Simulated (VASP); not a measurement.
# HfB3 (Im-3m) in VASP: relaxation of cell and atoms with PBE

Aim: the relaxation of cell and atoms of HfB3 with PBE.

All numbers are computed with VASP 6.6.1; they aren't measurements. Logs are shortened: lines on timing, memory, paths and dates and some standing lists are left out, and cuts for length are marked.

**1. The cell of the first run**

The structure is cubic, space group Im-3m (No. 229). Conventional cell: a = 4.545 Å, b = 4.545 Å, c = 4.545 Å, α = 90.00°, β = 90.00°, γ = 90.00°. Within 3.0 Å of Hf (site symmetry m-3m) lie 6 B at 2.27 Å. Within 3.0 Å of B (site symmetry 4/mmm) lie 2 Hf at 2.27 Å and 4 B at 2.27 Å.

The cell was built from a structure type or drawn by symmetry, and may not be a known phase.

**2. Relaxation of cell and atoms, PBE**

INCAR reads:

```
SYSTEM = HfB3
ALGO = Normal ; EDIFF = 1E-6
EDIFFG = -0.01 ; ENCUT = 600
GGA = PE ; IBRION = 2
ISIF = 3 ; ISMEAR = 0
LASPH = .True. ; LCHARG = .False.
LREAL = .False. ; LWAVE = .False.
NELM = 80 ; NSW = 100
PREC = Accurate ; SIGMA = 0.1
```

KPOINTS reads:

```
k-points
0
Gamma
  14 14 14
  0 0 0
```

POSCAR reads:

```
HfB3
1.0
   -2.2723359183      2.2723359183      2.2723359183
    2.2723359183     -2.2723359183      2.2723359183
    2.2723359183      2.2723359183     -2.2723359183
Hf B
1 3
Direct
    0.0000000000      0.0000000000      0.0000000000
    0.0000000000      0.5000000000      0.5000000000
    0.5000000000      0.0000000000      0.5000000000
    0.5000000000      0.5000000000      0.0000000000
```

Potentials or basis: VASP PAW PBE potentials, release 64 (Hf_pv, B).

Launch:

```bash
$ cat potpaw_PBE.64/Hf_pv/POTCAR potpaw_PBE.64/B/POTCAR > POTCAR
$ mpirun -np 1 vasp_std > vasp.out
```

OUTCAR:

```text
SYSTEM = HfB3
   EDIFF = 1E-6
   EDIFFG = -0.01
   ENCUT = 600
   GGA = PE
   IBRION = 2
   ISIF = 3
   ISMEAR = 0
   LASPH = .True.
   LREAL = .False.
   NELM = 80
   NSW = 100
   PREC = Accurate

 ion  position               nearest neighbor table
   1  0.000  0.000  0.000-   2 2.27   3 2.27   4 2.27   2 2.27   3 2.27   4 2.27
   2  0.000  0.500  0.500-   1 2.27   1 2.27
   3  0.500  0.000  0.500-   1 2.27   1 2.27
   4  0.500  0.500  0.000-   1 2.27   1 2.27

  LATTYP: Found a body centered cubic cell.
 ALAT       =     4.5446718366

  Lattice vectors:

 A1 = (  -2.2723359183,   2.2723359183,   2.2723359183)
 A2 = (   2.2723359183,  -2.2723359183,   2.2723359183)
 A3 = (   2.2723359183,   2.2723359183,  -2.2723359183)

Analysis of symmetry for initial positions (statically):
=====================================================================
 Subroutine PRICEL returns:
 Original cell was already a primitive cell.

 Routine SETGRP: Setting up the symmetry group for a
 body centered cubic supercell.

 Subroutine GETGRP returns: Found 48 space group operations
 (whereof 48 operations were pure point group operations)
 out of a pool of 48 trial point group operations.

The static configuration has the point symmetry O_h .

Analysis of symmetry for dynamics (positions and initial velocities):
=====================================================================
 Subroutine PRICEL returns:
 Original cell was already a primitive cell.

 Routine SETGRP: Setting up the symmetry group for a
 body centered cubic supercell.

 Subroutine GETGRP returns: Found 48 space group operations
 (whereof 48 operations were pure point group operations)
 out of a pool of 48 trial point group operations.

The dynamic configuration has the point symmetry O_h .

 Subroutine INISYM returns: Found 48 space group operations
 (whereof 48 operations are pure point group operations),
 and found     1 'primitive' translations

----------------------------------------------------------------------------------------

                                     Primitive cell

  volume of cell :      46.9329

  direct lattice vectors                    reciprocal lattice vectors
    -2.272335918  2.272335918  2.272335918     0.000000000  0.220037890  0.220037890
     2.272335918 -2.272335918  2.272335918     0.220037890  0.000000000  0.220037890
     2.272335918  2.272335918 -2.272335918     0.220037890  0.220037890  0.000000000

  length of vectors
     3.935801262  3.935801262  3.935801262     0.311180568  0.311180568  0.311180568

  position of ions in fractional coordinates (direct lattice)
     0.000000000  0.000000000  0.000000000
     0.000000000  0.500000000  0.500000000
     0.500000000  0.000000000  0.500000000
     0.500000000  0.500000000  0.000000000

  ion indices of the primitive-cell ions
   primitive index   ion index
                 1           1
                 2           2
                 3           3
                 4           4

----------------------------------------------------------------------------------------

 KPOINTS: k-points

Automatic generation of k-mesh.
 Grid dimensions read from file:
 generate k-points for:   14   14   14

 Generating k-lattice:

  Cartesian coordinates                     Fractional coordinates (reciprocal lattice)
     0.000000000  0.015716992  0.015716992     0.071428571  0.000000000  0.000000000
     0.015716992  0.000000000  0.015716992     0.000000000  0.071428571  0.000000000
     0.015716992  0.015716992  0.000000000     0.000000000  0.000000000  0.071428571

  Length of vectors
     0.022227183  0.022227183  0.022227183

  Shift w.r.t. Gamma in fractional coordinates (k-lattice)
     0.000000000  0.000000000  0.000000000

 Subroutine IBZKPT returns following result:
 ===========================================

 Found    104 irreducible k-points:

 Following reciprocal coordinates:
            Coordinates               Weight
  0.000000  0.000000  0.000000      1.000000
  0.071429  0.000000  0.000000     12.000000
  0.142857  0.000000  0.000000     12.000000
  0.214286  0.000000  0.000000     12.000000
  0.285714  0.000000  0.000000     12.000000
  0.357143  0.000000  0.000000     12.000000
[... 16 lines left out ...]
  0.285714  0.285714  0.000000     24.000000
  0.357143  0.285714  0.000000     24.000000
 [... further k-points ...]
   k-points           NKPTS =    104   k-points in BZ     NKDIM =    104   number of bands    NBANDS=     13
   number of dos      NEDOS =    301   number of ions     NIONS =      4
   total plane-waves  NPLWV =  32768
   dimension x,y,z NGX =    32 NGY =   32 NGZ =   32
   dimension x,y,z NGXF=    64 NGYF=   64 NGZF=   64
   ions per type =               1   3
   NGX,Y,Z   is equivalent  to a cutoff of  13.52, 13.52, 13.52 a.u.
   NGXF,Y,Z  is equivalent  to a cutoff of  27.03, 27.03, 27.03 a.u.
 SYSTEM =  HfB3
   PREC   = accura    normal or accurate (medium, high low for compatibility)
   ISTART =      0    job   : 0-new  1-cont  2-samecut
   ICHARG =      2    charge: 1-file 2-atom 10-const
   ISPIN  =      1    spin polarized calculation?
   LNONCOLLINEAR =      F non collinear calculations
   LSORBIT =      F    spin-orbit coupling
   LASPH  =      T    aspherical Exc in radial PAW
   ENCUT  =  600.0 eV  44.10 Ry    6.64 a.u.   7.86  7.86  7.86*2*pi/ulx,y,z
   NELM   =     80;   NELMIN=  2; NELMDL= -5     # of ELM steps
   EDIFF  = 0.1E-05   stopping-criterion for ELM
   LREAL  =      F    real-space projection
   EDIFFG = -.1E-01   stopping-criterion for IOM
   NSW    =    100    number of steps for IOM
   IBRION =      2    ionic relax: 0-MD 1-quasi-New 2-CG
   NFREE  =      1    steps in history (QN), initial steepest desc. (CG)
   ISIF   =      3    stress and relaxation
   ISYM   =      2    0-nonsym 1-usesym 2-fastsym
   POTIM  = 0.5000    time-step for ionic-motion
   TEBEG  =    0.0;   TEEND  =   0.0 temperature during run
   PSTRESS=    0.0 pullay stress
   NELECT =      19.0000    total number of electrons
   NUPDOWN=      -1.0000    fix difference up-down
   EMIN   =  10.00;   EMAX   =-10.00  energy-range for DOS
   EFERMI =   0.00;   METHOD = LEGACY
   ISMEAR =     0;   SIGMA  =   0.10  broadening in eV -4-tet -1-fermi 0-gaus
   EFERMI_NEDOS =   21; number of points for ismear=-14 and -15
   IALGO  =     38    algorithm
   IMIX   =      4    mixing-type and parameters
     AMIX     =   0.40;   BMIX     =  1.00
     AMIX_MAG =   1.60;   BMIX_MAG =  1.00
  volume/ion in A,a.u.               =      11.73        79.18
  Fermi-wavevector in a.u.,A,eV,Ry     =   1.211063  2.288578 19.955315  1.466674
  Thomas-Fermi vector in A             =   2.346591
   LORBIT       =      0    0 simple, 1 ext, 2 COOP (PROOUT), +10 PAW based schemes
   GGA     = PE    functional components
   LHFCALC =     F    Hartree Fock is set to
   AEXX    =    0.0000 exact exchange contribution
   IVDW    =     0    specifies the selected vdW correction
   LEPSILON=     F    determine dielectric tensor
   LRPA    =     F    only Hartree local field effects (RPA)
 conjugate gradient relaxation of ions
 non-spin polarized calculation
 Gauss-broadening in eV      SIGMA  =   0.10
  energy-cutoff  :      600.00
  volume of cell :       46.93
 maximum number of plane-waves:      1581
   NGX = 15   NGY = 15   NGZ = 15

--------------------------------------- Ionic step        1  -------------------------------------------

 number of electron      19.0000001 magnetization

 Free energy of the ion-electron system (eV)
  ---------------------------------------------------
  ext. energy  EPLUGINS =         0.00000000
  ---------------------------------------------------
  free energy    TOTEN  =       -24.92717363 eV

  energy without entropy =      -24.91818105  energy(sigma->0) =      -24.92267734

------------------------ aborting loop because EDIFF is reached ----------------------------------------

  FORCE on cell =-STRESS in cart. coord.  units (eV):
  Direction    XX          YY          ZZ          XY          YZ          ZX
  --------------------------------------------------------------------------------------
  -------------------------------------------------------------------------------------
  Total        0.3560250      0.3560250      0.3560250      0.0000000      0.0000000     -0.0000000
  in kB       12.1538396     12.1538396     12.1538396      0.0000000      0.0000000     -0.0000000
  external PRESSURE =      12.1538396 kB  Pullay stress =       0.0000000 kB

 VOLUME and BASIS-vectors are now :
 -----------------------------------------------------------------------------
  energy-cutoff  :      600.00
  volume of cell :       46.93
      direct lattice vectors                 reciprocal lattice vectors
    -2.272335918  2.272335918  2.272335918     0.000000000  0.220037890  0.220037890
     2.272335918 -2.272335918  2.272335918     0.220037890  0.000000000  0.220037890
     2.272335918  2.272335918 -2.272335918     0.220037890  0.220037890  0.000000000
[... 39 lines left out ...]
 POSITION                                       TOTAL-FORCE (eV/Angst)
 -----------------------------------------------------------------------------------
      2.28209      2.28209      2.28209        -0.000000     -0.000000      0.000000
      0.00000      2.28209      2.28209         0.000000      0.000000     -0.000000
      0.00000      2.28209      0.00000         0.000000      0.000000     -0.000000
      0.00000      0.00000      2.28209        -0.000000      0.000000     -0.000000
 -----------------------------------------------------------------------------------
    total drift:                               -0.000000     -0.000000      0.000000

  FREE ENERGIE OF THE ION-ELECTRON SYSTEM (eV)
  ---------------------------------------------------
  free  energy   TOTEN  =       -24.9288092933 eV

  energy  without entropy=      -24.9198717016  energy(sigma->0) =      -24.92434050

--------------------------------------- Ionic step        3  -------------------------------------------

 number of electron      19.0000001 magnetization

 Free energy of the ion-electron system (eV)
  ---------------------------------------------------
  ext. energy  EPLUGINS =         0.00000000
  ---------------------------------------------------
  free energy    TOTEN  =       -24.92894757 eV

  energy without entropy =      -24.92000507  energy(sigma->0) =      -24.92447632

 E-fermi :   5.1025     XC(G=0): -11.3297

 val. band max:        5.0904320916   @ k =   0.4286   0.0714   0.0000
 cond. band min:       5.1228189297   @ k =  -0.3571   0.5000   0.1429
 fundamental gap:      0.0323868382
 Fermi energy:         5.1024592896

 k-point     1 :       0.0000    0.0000    0.0000
  band No.  band energies     occupation
      1     -25.2034      2.00000
      2     -25.2034      2.00000
      3     -25.2034      2.00000
      4      -6.5936      2.00000
      5       1.9197      2.00000
      6       1.9197      2.00000
      7       2.9402      2.00000
      8       2.9402      2.00000
      9       2.9402      2.00000
     10       5.2726      0.01611
     11       5.2726      0.01611
     12       5.2726      0.01611
     13       6.5774      0.00000

 k-point     2 :       0.0714    0.0000    0.0000
  band No.  band energies     occupation
      1     -25.2071      2.00000
      2     -25.2047      2.00000
      3     -25.2029      2.00000
      4      -6.5156      2.00000
      5       1.3938      2.00000
      6       1.7649      2.00000
      7       2.7050      2.00000
      8       3.2171      2.00000
      9       3.2345      2.00000
     10       5.2662      0.02059
     11       5.5455      0.00000
[... 339 lines left out ...]
 k-point    24 :       0.3571    0.2857    0.0000
  band No.  band energies     occupation
      1     -25.2583      2.00000
      2     -25.2466      2.00000
      3     -25.2051      2.00000
      4      -2.9256      2.00000
      5      -2.7742      2.00000
      6      -1.6069      2.00000
      7       2.3005      2.00000
      8       2.6281      2.00000
      9       2.8482      2.00000
     10       5.3762      0.00011
     11       6.0986      0.00000
     12       6.6311      0.00000
     13       8.6194      0.00000

 [... further k-points ...]

------------------------ aborting loop because EDIFF is reached ----------------------------------------

  FORCE on cell =-STRESS in cart. coord.  units (eV):
  Direction    XX          YY          ZZ          XY          YZ          ZX
  --------------------------------------------------------------------------------------
  -------------------------------------------------------------------------------------
  Total       -0.0003318     -0.0003318     -0.0003318      0.0000000      0.0000000     -0.0000000
  in kB       -0.0112128     -0.0112128     -0.0112128      0.0000000      0.0000000     -0.0000000
  external PRESSURE =      -0.0112128 kB  Pullay stress =       0.0000000 kB

 VOLUME and BASIS-vectors are now :
 -----------------------------------------------------------------------------
  energy-cutoff  :      600.00
  volume of cell :       47.41
      direct lattice vectors                 reciprocal lattice vectors
    -2.279957762  2.279957762  2.279957762     0.000000000  0.219302308  0.219302308
     2.279957762 -2.279957762  2.279957762     0.219302308  0.000000000  0.219302308
     2.279957762  2.279957762 -2.279957762     0.219302308  0.219302308  0.000000000

 POSITION                                       TOTAL-FORCE (eV/Angst)
 -----------------------------------------------------------------------------------
      0.00000      0.00000      0.00000        -0.000000      0.000000      0.000000
      2.27996      0.00000      0.00000        -0.000000     -0.000000     -0.000000
      0.00000      2.27996      0.00000         0.000000     -0.000000      0.000000
      0.00000      0.00000      2.27996         0.000000      0.000000     -0.000000
 -----------------------------------------------------------------------------------
    total drift:                               -0.000000      0.000000      0.000000

  FREE ENERGIE OF THE ION-ELECTRON SYSTEM (eV)
  ---------------------------------------------------
  free  energy   TOTEN  =       -24.9289475667 eV

  energy  without entropy=      -24.9200050729  energy(sigma->0) =      -24.92447632

 reached required accuracy - stopping structural energy minimisation
```

It took 97 s on 1 thread of Intel Xeon Platinum 8488C (Sapphire Rapids), shared host; peak memory 0.24 GiB.

What came out:

* Free energy: -24.9289 eV
* Relaxed volume: 11.85 Å³/atom
* Relaxed cell: a = 3.949 Å, b = 3.949 Å, c = 3.949 Å, α = 109.47°, β = 109.47°, γ = 109.47°
* Space group after relaxing (to 0.1 Å): Im-3m (No. 229)
* Energy gained by relaxing: 0.4 meV/atom
* Ionic steps: 3
* Pressure after relaxing: 0.0 GPa
* Band gap on the k mesh: zero (an odd number of electrons rules out a gap without spin polarisation)

The path:
| step | energy change (eV) | largest force (eV/Å) | pressure (GPa) | volume (Å³) |
| --- | --- | --- | --- | --- |
| 1 | 0.0000 | 0.0000 | 1.22 | 46.93 |
| 2 | -0.0016 | 0.0000 | -0.32 | 47.54 |
| 3 | -0.0018 | 0.0000 | 0.00 | 47.41 |

Final structure:
```
Hf B
1.0
    -2.27996    2.27996    2.27996
     2.27996   -2.27996    2.27996
     2.27996    2.27996   -2.27996
Hf B
1 3
Direct
  0.00000 0.00000 0.00000
  0.00000 0.50000 0.50000
  0.50000 0.00000 0.50000
  0.50000 0.50000 0.00000
```

Caveat: spin-orbit coupling is left out, which moves the levels of the heavy elements.
